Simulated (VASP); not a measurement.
# BaTe (I4/mmm) in VASP: notebook, part 2 of 2

VASP 6.6.1.

### Step 4. Single point, HSE06 (biaxial xy strain +3.1%)

POSCAR

```
BaTe
1.0
    0.0000000000      3.6429505523      3.5323868441
    3.6429505523      0.0000000000      3.5323868441
    3.6429505523      3.6429505523      0.0000000000
Ba Te
1 1
Direct
    0.0000000000      0.0000000000      0.0000000000
    0.5000000000      0.5000000000      0.5000000000
```

INCAR.step1

```
PREC = Accurate ; ENCUT = 400
EDIFF = 1E-5 ; ISMEAR = 0
SIGMA = 0.01 ; LREAL = False
LASPH = True ; NELM = 120
ALGO = Normal ; ISIF = 2
LWAVE = True ; LCHARG = False
GGA = PE ; NBANDS = 15
GGA_COMPAT = False
```

INCAR.step2

```
PREC = Accurate ; ENCUT = 400
EDIFF = 1E-6 ; ISMEAR = 0
SIGMA = 0.01 ; LREAL = False
LASPH = True ; NELM = 120
ALGO = Normal ; ISIF = 2
LWAVE = False ; LCHARG = False
GGA = PE ; LHFCALC = True
HFSCREEN = 0.2079 ; PRECFOCK = Normal
ISTART = 1 ; NBANDS = 15
GGA_COMPAT = False
```

KPOINTS

```
regular mesh
0
Gamma
  4 4 4
```

Potentials or basis: VASP PAW PBE potentials, release 64 (Ba_sv, Te).

On the command line:

```sh
cat potpaw_PBE.64/Ba_sv/POTCAR potpaw_PBE.64/Te/POTCAR > POTCAR
cp INCAR.step1 INCAR
mpirun -np 1 vasp_std > vasp.out
cp INCAR.step2 INCAR
mpirun -np 1 vasp_std > vasp.out
```

OUTCAR:

```text
PREC = Accurate
   ENCUT = 400
   EDIFF = 1E-6
   ISMEAR = 0
   LREAL = False
   LASPH = True
   NELM = 120
   ISIF = 2
   GGA = PE
   LHFCALC = True
   HFSCREEN = 0.2079
   PRECFOCK = Normal
   ISTART = 1

 ion  position               nearest neighbor table
   1  0.000  0.000  0.000-   2 3.53   2 3.53   2 3.64   2 3.64   2 3.64   2 3.64
   2  0.500  0.500  0.500-   1 3.53   1 3.53   1 3.64   1 3.64   1 3.64   1 3.64

  LATTYP: Found a body centered tetragonal cell.
 ALAT       =     5.1519100781
 C/A-ratio  =     1.3712921191

  Lattice vectors:

 A1 = (   0.0000000000,  -3.6429505523,  -3.5323868441)
 A2 = (   0.0000000000,   3.6429505523,  -3.5323868441)
 A3 = (   3.6429505523,   0.0000000000,   3.5323868441)

Analysis of symmetry for initial positions (statically):
=====================================================================
 Subroutine PRICEL returns:
 Original cell was already a primitive cell.

 Routine SETGRP: Setting up the symmetry group for a
 body centered tetragonal supercell.

 Subroutine GETGRP returns: Found 16 space group operations
 (whereof 16 operations were pure point group operations)
[... 175 lines left out ...]
      6       1.2186      2.00000
      7       1.2186      2.00000
      8       1.2656      2.00000
      9       4.5086      0.00000
     10       4.9816      0.00000
     11       4.9816      0.00000
     12       5.1681      0.00000
     13       5.5232      0.00000
     14       5.6777      0.00000
[... 203 lines left out ...]
      2     -12.1418      2.00000
      3     -12.1172      2.00000
      4     -12.1172      2.00000
      5      -8.5450      2.00000
      6      -0.0522      2.00000
      7       0.2390      2.00000
      8       0.2390      2.00000
      9       5.6844      0.00000
     10       5.6844      0.00000
     11       6.6037      0.00000
     12       6.8916      0.00000
     13       7.6895      0.00000
     14      10.1043      0.00000
     15      10.2223      0.00000

------------------------ aborting loop because EDIFF is reached ----------------------------------------

  FORCE on cell =-STRESS in cart. coord.  units (eV):
  Direction    XX          YY          ZZ          XY          YZ          ZX
  --------------------------------------------------------------------------------------
  -------------------------------------------------------------------------------------
  Total       -1.2041253     -1.2041253     -0.3606736      0.0000000      0.0000000      0.0000000
  in kB      -20.5767822    -20.5767822     -6.1633960      0.0000000      0.0000000      0.0000000
  external PRESSURE =     -15.7723202 kB  Pullay stress =       0.0000000 kB

 VOLUME and BASIS-vectors are now :
 -----------------------------------------------------------------------------
  energy-cutoff  :      400.00
  volume of cell :       93.76
      direct lattice vectors                 reciprocal lattice vectors
     0.000000000  3.642950552  3.532386844    -0.137251383  0.137251383  0.141547351
     3.642950552  0.000000000  3.532386844     0.137251383 -0.137251383  0.141547351
     3.642950552  3.642950552  0.000000000     0.137251383  0.137251383 -0.141547351

 POSITION                                       TOTAL-FORCE (eV/Angst)
 -----------------------------------------------------------------------------------
      0.00000      0.00000      0.00000         0.000000      0.000000      0.000000
      3.64295      3.64295      3.53239         0.000000      0.000000      0.000000
 -----------------------------------------------------------------------------------
    total drift:                                0.000000     -0.000000     -0.000001

  FREE ENERGIE OF THE ION-ELECTRON SYSTEM (eV)
  ---------------------------------------------------
  free  energy   TOTEN  =        -9.7621833063 eV

  energy  without entropy=       -9.7621833063  energy(sigma->0) =       -9.76218331
```

Wall time 19 min (1 thread of Intel Xeon 8259CL, shared host); peak memory 0.32 GiB.

What came out:

| Quantity | Value |
| --- | --- |
| Free energy | -9.7622 eV |
| Pressure | -1.6 GPa |
| Band gap on the k mesh | 2.38 eV (least direct gap 2.81 eV) |

Levels at points of the mesh, in eV from the valence-band top:
```
           k point  band 5  band 6  band 7  band 8  band 9  band 10  band 11  band 12
(0.00, 0.00, 0.00)  -10.22   -0.05   -0.05    0.00    3.24     3.72     3.72     3.90
(0.50, 0.00, 0.00)   -9.60   -2.18   -1.06   -1.03    4.74     5.48     5.66     5.73
(0.50, 0.50, 0.00)  -10.00   -1.18   -0.50   -0.50    2.38     5.07     5.23     6.21
(0.50, 0.00, 0.50)  -10.01   -1.28   -0.44   -0.42    2.39     4.98     5.26     6.14
```

Caveat: the cell differs from its parent crystal (biaxial xy strain +3.1%); the PAW data sets were made with another functional, which shifts forces and pressure a little; spin-orbit coupling is left out, which moves the levels of the heavy elements. A k mesh can miss the band edges.

### Step 5. Summary

| level | cell | k mesh | cutoff (eV) | grid for exact exchange (PRECFOCK) | share of exact exchange | screening parameter | gap on the mesh (eV) | pressure (GPa) |
| --- | --- | --- | --- | --- | --- | --- | --- | --- |
| r2SCAN | a = 5.074, b = 5.074, c = 5.152 Å, angles 59.5, 59.5, 61.0°, 2 atoms | 6 × 6 × 6 | 550 | - | - | - | 2.00 | -1.3 |
| HSE06 | a = 4.931, b = 4.931, c = 4.996 Å, angles 59.6, 59.6, 60.9°, 2 atoms | 4 × 4 × 4 | 400 | Normal | 0.25 | 0.2079 1/Å | 2.19 | 0.9 |
| HSE06 | a = 5.074, b = 5.074, c = 5.152 Å, angles 59.5, 59.5, 61.0°, 2 atoms | 4 × 4 × 4 | 400 | Normal | 0.25 | 0.2079 1/Å | 2.38 | -1.6 |

Alike in all rows: task single point; potentials or basis VASP PAW PBE potentials, release 64 (Ba_sv, Te); no spin polarisation; smearing gaussian 0.01 eV.

Caveats: the PAW data sets were made with another functional, which shifts forces and pressure a little; spin-orbit coupling is left out, which moves the levels of the heavy elements.

Total energies depend on the potentials used, so only differences within one code and one set of settings carry meaning.
